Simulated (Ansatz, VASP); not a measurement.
**Two plane-wave programs on WC**

```
W C
1.0
     0.00000    2.19268    2.19268
     2.19268    0.00000    2.19268
     2.19268    2.19268    0.00000
W C
1 1
Direct
  0.05131 0.94869 0.94869
  0.50000 0.50000 0.50000
```

Alike in both runs: task single point; functional PBEsol; k mesh 18 × 18 × 18; occupations gaussian, width 0.15 eV; no spin polarisation.

|  | VASP | Ansatz |
| --- | --- | --- |
| version | VASP 6.6.1 | Ansatz 0.2.0 |
| potentials or method | VASP PAW PBE potentials, release 64 (W_sv, C), cutoff 600 eV | scalar-relativistic, plane waves, PAW |
| valence electrons in the cell | 18 | 18 |

|  | VASP | Ansatz | Ansatz less VASP |
| --- | --- | --- | --- |
| gap on the k mesh at the Fermi level (eV) | none | none | - |
| pressure (GPa) | -0.7 | -1.7 | -1.01 |
| traceless stress, the component that is largest in VASP (GPa) | 17.76 | 17.58 | -0.180 |
| rms of the force components (eV/Å) | 1.148 | 1.128 | -0.0199 |

VASP's potentials were made for PBE, not for PBEsol. Atom by atom the forces differ by 0.020 eV/Å (rms over components). A gap of «none» marks a metal or a gap that the smearing closes. The functional is the same, so the differences come from potentials, cutoffs and numerics.

Neither program's run includes spin-orbit coupling.
